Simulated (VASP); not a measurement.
CoSi2: relaxation of cell and atoms with PBEsol

Crystal: CoSi2.

```
Co Si
1.0
     4.11112    0.00000    0.00000
    -2.05556    3.56034    0.00000
     0.00000    0.00000    2.49086
Co Si
1 2
Direct
  0.00000 0.00000 0.00000
  0.33333 0.66667 0.50000
  0.66667 0.33333 0.50000
```

| Property | Result |
| --- | --- |
| Program | VASP 6.6.1 |
| Task | relaxation of cell and atoms |
| Functional | PBEsol |
| Potentials or basis | VASP PAW PBE potentials, release 64 (Co, Si) |
| Cutoff | 600 eV |
| k mesh | 10 × 10 × 12 |
| Occupations | gaussian, width 0.05 eV |
| Spin | collinear spin |
| Starting moments | [0.05, 0.0, 0.0] μB |
| Dipole correction | no |
| Further INCAR settings | ALGO = Normal; EDIFF = 1e-06; IBRION = 2; EDIFFG = -0.01; NSW = 50; ISIF = 3 |

```yaml
Relaxed_volume: 12.14 Å³/atom
Relaxed_cell: a = 4.121 Å, b = 4.121 Å, c = 2.476 Å, α = 90.00°, β = 90.00°, γ = 120.00°
Space_group_after_relaxing_to_0.1_Å: P6/mmm (No. 191)
Energy_gained_by_relaxing: 0.3 meV/atom
Ionic_steps: 4
Pressure_after_relaxing: 0.0 GPa
Net_moment: 0.01 μB per cell
Valence_electrons_inside_the_program's_atomic_spheres: Co 8.27; Si 1.63
```

Step by step:
```
step  energy change (eV)  largest force (eV/Å)  pressure (GPa)  volume (Å³)
   1              0.0000                0.0000           -0.25        36.46
   2             -0.0010                0.0000            0.04        36.36
   3             -0.0010                0.0000            0.22        36.34
   4             -0.0010                0.0000           -0.04        36.42
```

Final structure:
```yaml
crystal:
  lattice:
    - [4.12079, 0.00000, 0.00000]
    - [-2.06039, 3.56871, 0.00000]
    - [0.00000, 0.00000, 2.47642]
  atoms:
    - { symbol: Co, position: [0.00000, 0.00000, 0.00000] }
    - { symbol: Si, position: [0.33333, 0.66667, 0.50000] }
    - { symbol: Si, position: [0.66667, 0.33333, 0.50000] }
```

Levels at points of the mesh, in eV from the Fermi level:
Spin up:
| k point | band 5 | band 6 | band 7 | band 8 | band 9 | band 10 | band 11 | band 12 |
| --- | --- | --- | --- | --- | --- | --- | --- | --- |
| (0.00, 0.00, 0.00) | -3.23 | -1.83 | -1.83 | -0.56 | -0.56 | 0.41 | 0.41 | 3.53 |
| (0.50, 0.00, 0.00) | -2.41 | -2.16 | -0.66 | -0.58 | -0.07 | 4.50 | 5.38 | 5.55 |
| (0.00, 0.00, 0.50) | -2.07 | -2.07 | -0.83 | -0.83 | -0.37 | 0.51 | 3.23 | 5.23 |
| (0.50, 0.00, 0.50) | -4.35 | -1.40 | -1.38 | -0.53 | 0.55 | 0.82 | 0.86 | 1.51 |
Spin down:
```csv
k point,band 5,band 6,band 7,band 8,band 9,band 10,band 11,band 12
"(0.00, 0.00, 0.00)",-3.22,-1.83,-1.83,-0.55,-0.55,0.41,0.41,3.53
"(0.50, 0.00, 0.00)",-2.40,-2.15,-0.65,-0.57,-0.06,4.50,5.38,5.55
"(0.00, 0.00, 0.50)",-2.07,-2.07,-0.83,-0.83,-0.37,0.52,3.23,5.23
"(0.50, 0.00, 0.50)",-4.35,-1.39,-1.37,-0.52,0.56,0.82,0.86,1.51
```

It took 90 s on 1 thread of Intel(R) Xeon(R) 6975P-C (Granite Rapids), with other jobs on the host, peak memory 0.25 GiB.

Caveat: the PAW data sets were made with another functional, which shifts forces and pressure a little.
